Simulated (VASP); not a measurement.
# Ag (Im-3m) in VASP: density of states with PBEsol

Aim: the density of states of Ag with PBEsol.

Program: VASP 6.6.1. These are calculated values, not measurements. Logs are shortened: lines on timing, memory, paths and dates and some standing lists are left out, and cuts for length are marked.

## 1. The cell of the first run

Symmetry: Im-3m, No. 229, cubic system. Conventional cell: a = 3.311 Å, b = 3.311 Å, c = 3.311 Å, α = 90.00°, β = 90.00°, γ = 90.00°. Ag (site symmetry m-3m) has 14 Ag at 2.87 to 3.31 Å within 3.8 Å.

## 2. Density of states, PBEsol

POSCAR reads:

```
Ag
1.0
   -1.6556540000      1.6556540000      1.6556540000
    1.6556540000     -1.6556540000      1.6556540000
    1.6556540000      1.6556540000     -1.6556540000
Ag
1
Direct
    0.0000000000      0.0000000000      0.0000000000
```

INCAR.step1 reads:

```
PREC = Accurate
ENCUT = 520
EDIFF = 1E-6
ISMEAR = 0
SIGMA = 0.05
LREAL = F
LASPH = T
NELM = 80
ALGO = Fast
ISIF = 2
LWAVE = F
LCHARG = T
LMAXMIX = 4
GGA = PS
NBANDS = 12
```

KPOINTS.step1 reads:

```
Automatic mesh
0
Gamma
  14 14 14
```

INCAR.step2 reads:

```
PREC = Accurate
ENCUT = 520
EDIFF = 1E-6
ISMEAR = -5
SIGMA = 0.05
LREAL = F
LASPH = T
NELM = 80
ALGO = Fast
ISIF = 2
LWAVE = F
LCHARG = F
LMAXMIX = 4
GGA = PS
LORBIT = 11
NBANDS = 12
NEDOS = 1001
ICHARG = 11
```

KPOINTS.step2 reads:

```
Automatic mesh
0
Gamma
  21 21 21
```

Potentials or basis: VASP PAW PBE potentials, release 64 (Ag).

Run with:

```console
> cat potpaw_PBE.64/Ag/POTCAR > POTCAR
> cp INCAR.step1 INCAR
> cp KPOINTS.step1 KPOINTS
> mpirun -np 1 vasp_std > vasp.out
> cp INCAR.step2 INCAR
> cp KPOINTS.step2 KPOINTS
> mpirun -np 1 vasp_std > vasp.out
```

OUTCAR:

```text
PREC = Accurate
   ENCUT = 520
   EDIFF = 1E-6
   ISMEAR = -5
   LREAL = F
   LASPH = T
   NELM = 80
   ISIF = 2
   GGA = PS
   LORBIT = 11
   ICHARG = 11

 ion  position               nearest neighbor table
   1  0.000  0.000  0.000-

  LATTYP: Found a body centered cubic cell.
 ALAT       =     3.3113080000

  Lattice vectors:

 A1 = (  -1.6556540000,   1.6556540000,   1.6556540000)
 A2 = (   1.6556540000,  -1.6556540000,   1.6556540000)
 A3 = (   1.6556540000,   1.6556540000,  -1.6556540000)

Analysis of symmetry for initial positions (statically):
=====================================================================
 Subroutine PRICEL returns:
 Original cell was already a primitive cell.

 Routine SETGRP: Setting up the symmetry group for a
 body centered cubic supercell.

 Subroutine GETGRP returns: Found 48 space group operations
[... 9 lines left out ...]

 Routine SETGRP: Setting up the symmetry group for a
 body centered cubic supercell.

 Subroutine GETGRP returns: Found 48 space group operations
[... 11 lines left out ...]
                                     Primitive cell

  volume of cell :      18.1538

  direct lattice vectors                    reciprocal lattice vectors
    -1.655654000  1.655654000  1.655654000     0.000000000  0.301995465  0.301995465
     1.655654000 -1.655654000  1.655654000     0.301995465  0.000000000  0.301995465
     1.655654000  1.655654000 -1.655654000     0.301995465  0.301995465  0.000000000

  length of vectors
     2.867676848  2.867676848  2.867676848     0.427086083  0.427086083  0.427086083

  position of ions in fractional coordinates (direct lattice)
     0.000000000  0.000000000  0.000000000

  ion indices of the primitive-cell ions
   primitive index   ion index
                 1           1

----------------------------------------------------------------------------------------

 KPOINTS: Automatic mesh

Automatic generation of k-mesh.
 Grid dimensions read from file:
 generate k-points for:   21   21   21

 Generating k-lattice:

  Cartesian coordinates                     Fractional coordinates (reciprocal lattice)
     0.000000000  0.014380736  0.014380736     0.047619048  0.000000000  0.000000000
     0.014380736  0.000000000  0.014380736     0.000000000  0.047619048  0.000000000
     0.014380736  0.014380736  0.000000000     0.000000000  0.000000000  0.047619048

  Length of vectors
     0.020337433  0.020337433  0.020337433

  Shift w.r.t. Gamma in fractional coordinates (k-lattice)
     0.000000000  0.000000000  0.000000000

 TETIRR: Found  10986 inequivalent tetrahedra from    55566

 Subroutine IBZKPT returns following result:
 ===========================================

 Found    286 irreducible k-points:

 Following reciprocal coordinates:
            Coordinates               Weight
  0.000000  0.000000  0.000000      1.000000
  0.047619  0.000000  0.000000     12.000000
  0.095238  0.000000  0.000000     12.000000
  0.142857  0.000000  0.000000     12.000000
  0.190476  0.000000  0.000000     12.000000
  0.238095  0.000000  0.000000     12.000000
[... 16 lines left out ...]
  0.142857  0.095238 -0.000000     48.000000
  0.190476  0.095238  0.000000     48.000000
 [... further k-points ...]
   k-points           NKPTS =    286   k-points in BZ     NKDIM =    286   number of bands    NBANDS=     12
   number of dos      NEDOS =   1001   number of ions     NIONS =      1
   total plane-waves  NPLWV =  13824
   dimension x,y,z NGX =    24 NGY =   24 NGZ =   24
   dimension x,y,z NGXF=    48 NGYF=   48 NGZF=   48
   ions per type =               1
   NGX,Y,Z   is equivalent  to a cutoff of  13.91, 13.91, 13.91 a.u.
   NGXF,Y,Z  is equivalent  to a cutoff of  27.83, 27.83, 27.83 a.u.
 SYSTEM =  unknown system
   PREC   = accura    normal or accurate (medium, high low for compatibility)
   ISTART =      0    job   : 0-new  1-cont  2-samecut
   ICHARG =     11    charge: 1-file 2-atom 10-const
   ISPIN  =      1    spin polarized calculation?
   LNONCOLLINEAR =      F non collinear calculations
   LSORBIT =      F    spin-orbit coupling
   LASPH  =      T    aspherical Exc in radial PAW
   ENCUT  =  520.0 eV  38.22 Ry    6.18 a.u.   5.33  5.33  5.33*2*pi/ulx,y,z
   NELM   =     80;   NELMIN=  2; NELMDL=  0     # of ELM steps
   EDIFF  = 0.1E-05   stopping-criterion for ELM
   LREAL  =      F    real-space projection
   EDIFFG = 0.1E-04   stopping-criterion for IOM
   NSW    =      0    number of steps for IOM
   IBRION =     -1    ionic relax: 0-MD 1-quasi-New 2-CG
   NFREE  =      0    steps in history (QN), initial steepest desc. (CG)
   ISIF   =      2    stress and relaxation
   ISYM   =      2    0-nonsym 1-usesym 2-fastsym
   POTIM  = 0.5000    time-step for ionic-motion
   TEBEG  =    0.0;   TEEND  =   0.0 temperature during run
   PSTRESS=    0.0 pullay stress
   NELECT =      11.0000    total number of electrons
   NUPDOWN=      -1.0000    fix difference up-down
   EMIN   =  10.00;   EMAX   =-10.00  energy-range for DOS
   EFERMI =   0.00;   METHOD = LEGACY
   ISMEAR =    -5;   SIGMA  =   0.05  broadening in eV -4-tet -1-fermi 0-gaus
   EFERMI_NEDOS =   21; number of points for ismear=-14 and -15
   IALGO  =     68    algorithm
   IMIX   =      4    mixing-type and parameters
     AMIX     =   0.40;   BMIX     =  1.00
     AMIX_MAG =   1.60;   BMIX_MAG =  1.00
  volume/ion in A,a.u.               =      18.15       122.51
  Fermi-wavevector in a.u.,A,eV,Ry     =   1.385318  2.617871 26.111022  1.919106
  Thomas-Fermi vector in A             =   2.509739
   LORBIT       =     11    0 simple, 1 ext, 2 COOP (PROOUT), +10 PAW based schemes
   GGA     = PS    functional components
   LHFCALC =     F    Hartree Fock is set to
   AEXX    =    0.0000 exact exchange contribution
   IVDW    =     0    specifies the selected vdW correction
   LEPSILON=     F    determine dielectric tensor
   LRPA    =     F    only Hartree local field effects (RPA)
 non-spin polarized calculation
 RMM-DIIS sequential band-by-band and
 Fermi weights with tetrahedron method with Bloechl corrections
  energy-cutoff  :      520.00
  volume of cell :       18.15
 maximum number of plane-waves:       498
 NGX is ok and might be reduce to    24

 number of electron      11.0000001 magnetization

 Free energy of the ion-electron system (eV)
  ---------------------------------------------------
  ext. energy  EPLUGINS =         0.00000000
  ---------------------------------------------------
  free energy    TOTEN  =        -3.23766955 eV

  energy without entropy =       -3.23766955  energy(sigma->0) =       -3.23766955

 E-fermi :   7.4304     XC(G=0): -12.0392

 val. band max:        7.4013564547   @ k =  -0.4286   0.4762   0.0476
 cond. band min:       7.3998049770   @ k =  -0.3333   0.3333   0.2857
 fundamental gap:     -0.0015514777
 Fermi energy:         7.4304095017

 k-point     1 :       0.0000    0.0000    0.0000
  band No.  band energies     occupation
      1       0.0219      2.00000
      2       2.7428      2.00000
      3       2.7428      2.00000
      4       2.7428      2.00000
      5       3.9601      2.00000
      6       3.9601      2.00000
      7      25.1038      0.00000
      8      25.1038      0.00000
      9      25.1038      0.00000
     10      30.4588      0.00000
     11      30.4593      0.00000
     12      30.4616      0.00000

 k-point     2 :       0.0476    0.0000    0.0000
  band No.  band energies     occupation
      1       0.0935      2.00000
      2       2.7259      2.00000
      3       2.7456      2.00000
      4       2.7821      2.00000
      5       3.9414      2.00000
      6       3.9612      2.00000
      7      24.9022      0.00000
      8      25.0796      0.00000
      9      25.1457      0.00000
     10      29.4382      0.00000
     11      29.5289      0.00000
     12      29.9666      0.00000

 k-point     3 :       0.0952    0.0000    0.0000
  band No.  band energies     occupation
      1       0.3036      2.00000
      2       2.6771      2.00000
      3       2.7546      2.00000
      4       2.8982      2.00000
      5       3.8926      2.00000
      6       3.9649      2.00000
      7      24.2092      0.00000
      8      24.9268      0.00000
      9      25.2656      0.00000
     10      28.3889      0.00000
     11      28.5674      0.00000
     12      28.8878      0.00000

 k-point     4 :       0.1429    0.0000    0.0000
  band No.  band energies     occupation
      1       0.6325      2.00000
      2       2.6015      2.00000
      3       2.7773      2.00000
      4       3.0850      2.00000
      5       3.8334      2.00000
      6       3.9716      2.00000
      7      22.9318      0.00000
      8      24.4816      0.00000
      9      25.4470      0.00000
     10      27.6246      0.00000
     11      27.6558      0.00000
     12      28.2623      0.00000

 k-point     5 :       0.1905    0.0000    0.0000
  band No.  band energies     occupation
      1       1.0288      2.00000
      2       2.5070      2.00000
      3       2.8510      2.00000
      4       3.3320      2.00000
      5       3.7877      2.00000
      6       3.9818      2.00000
      7      21.2430      0.00000
      8      23.7628      0.00000
      9      25.6664      0.00000
     10      26.3334      0.00000
     11      27.3215      0.00000
     12      28.5293      0.00000

 k-point     6 :       0.2381    0.0000    0.0000
  band No.  band energies     occupation
      1       1.3755      2.00000
      2       2.4026      2.00000
      3       3.0857      2.00000
      4       3.6238      2.00000
      5       3.7712      2.00000
      6       3.9954      2.00000
      7      19.3861      0.00000
      8      22.9552      0.00000
      9      25.0907      0.00000
     10      25.8974      0.00000
     11      27.2183      0.00000
     12      29.1946      0.00000

 k-point     7 :       0.2857    0.0000    0.0000
  band No.  band energies     occupation
      1       1.5406      2.00000
      2       2.2980      2.00000
      3       3.6144      2.00000
      4       3.7871      2.00000
      5       3.9392      2.00000
      6       4.0118      2.00000
      7      17.5022      0.00000
      8      22.1909      0.00000
      9      23.9501      0.00000
     10      26.1163      0.00000
     11      27.2429      0.00000
     12      30.1311      0.00000

 k-point     8 :       0.3333    0.0000    0.0000
  band No.  band energies     occupation
      1       1.5463      2.00000
      2       2.2022      2.00000
      3       3.8135      2.00000
      4       4.0294      2.00000
      5       4.2518      2.00000
      6       4.4318      2.00000
      7      15.6676      0.00000
      8      21.5348      0.00000
      9      22.9590      0.00000
     10      26.3048      0.00000
     11      27.3399      0.00000
     12      31.2736      0.00000
[... 166 lines left out ...]
 k-point    20 :       0.4286    0.0476    0.0000
  band No.  band energies     occupation
      1       1.4366      2.00000
      2       2.0602      2.00000
      3       3.8875      2.00000
      4       4.0303      2.00000
      5       4.7210      2.00000
      6       7.0925      1.93426
      7      11.8170      0.00000
      8      20.3462      0.00000
      9      21.1652      0.00000
     10      26.7325      0.00000
     11      28.0252      0.00000
     12      31.3447      0.00000

 k-point    21 :       0.4762    0.0476    0.0000
  band No.  band energies     occupation
      1       1.4173      2.00000
      2       2.0457      2.00000
      3       3.8999      2.00000
      4       4.0321      2.00000
      5       4.7848      2.00000
      6       7.5874      0.26147
      7      11.1951      0.00000
      8      20.2560      0.00000
      9      21.0306      0.00000
     10      26.7577      0.00000
     11      28.0576      0.00000
     12      31.2857      0.00000

 k-point    22 :       0.0952    0.0952    0.0000
  band No.  band energies     occupation
      1       0.8227      2.00000
      2       2.6162      2.00000
      3       2.6811      2.00000
      4       3.2478      2.00000
      5       3.7879      2.00000
      6       3.9957      2.00000
      7      22.8277      0.00000
      8      23.3535      0.00000
      9      25.6485      0.00000
     10      25.9354      0.00000
     11      28.1483      0.00000
     12      29.2753      0.00000

 k-point    23 :       0.1429    0.0952   -0.0000
  band No.  band energies     occupation
      1       1.2070      2.00000
      2       2.5416      2.00000
      3       2.6822      2.00000
      4       3.5458      2.00000
      5       3.7384      2.00000
      6       4.0278      2.00000
      7      21.3664      0.00000
      8      22.3950      0.00000
      9      24.8576      0.00000
     10      25.8910      0.00000
     11      28.4148      0.00000
     12      29.3705      0.00000

 k-point    24 :       0.1905    0.0952    0.0000
  band No.  band energies     occupation
      1       1.5449      2.00000
      2       2.4401      2.00000
      3       2.8105      2.00000
      4       3.7186      2.00000
      5       3.8917      2.00000
      6       4.1060      2.00000
      7      19.5223      0.00000
      8      21.6480      0.00000
      9      23.8831      0.00000
     10      26.1312      0.00000
     11      28.9224      0.00000
     12      29.3084      0.00000

 [... further k-points ...]
[... 5 lines left out ...]
  --------------------------------------------------------------------------------------
  -------------------------------------------------------------------------------------
  Total       -1.0201805     -1.0201805     -1.0201805     -0.0000000     -0.0000000     -0.0000000
  in kB      -90.0365550    -90.0365550    -90.0365550     -0.0000000     -0.0000000     -0.0000000
  external PRESSURE =     -90.0365550 kB  Pullay stress =       0.0000000 kB

 VOLUME and BASIS-vectors are now :
 -----------------------------------------------------------------------------
  energy-cutoff  :      520.00
  volume of cell :       18.15
      direct lattice vectors                 reciprocal lattice vectors
    -1.655654000  1.655654000  1.655654000     0.000000000  0.301995465  0.301995465
     1.655654000 -1.655654000  1.655654000     0.301995465  0.000000000  0.301995465
     1.655654000  1.655654000 -1.655654000     0.301995465  0.301995465  0.000000000

 POSITION                                       TOTAL-FORCE (eV/Angst)
 -----------------------------------------------------------------------------------
      0.00000      0.00000      0.00000        -0.000000      0.000000     -0.000000
 -----------------------------------------------------------------------------------
    total drift:                               -0.000000      0.000000      0.000000

  FREE ENERGIE OF THE ION-ELECTRON SYSTEM (eV)
  ---------------------------------------------------
  free  energy   TOTEN  =        -3.2376695471 eV

  energy  without entropy=       -3.2376695471  energy(sigma->0) =       -3.23766955

 total charge

# of ion       s       p       d       tot
------------------------------------------
    1        0.400   0.264   9.147   9.810
```

Run time: 28 s. Hardware: 1 thread of Intel Xeon Platinum 8488C (Sapphire Rapids), shared host; peak memory 0.19 GiB.

What came out:

```
Valence electrons inside the program's atomic spheres : Ag 9.81
```

Levels at points of the mesh, in eV from the Fermi level:
```tsv
k point	band 2	band 3	band 4	band 5	band 6	band 7	band 8	band 9	band 10	band 11
(0.00, 0.00, 0.00)	-4.69	-4.69	-4.69	-3.47	-3.47	17.67	17.67	17.67	23.03	23.03
```

Caveat: the PAW data sets were made with another functional, which shifts forces and pressure a little; tetrahedron occupations give inexact forces and stress in metals.
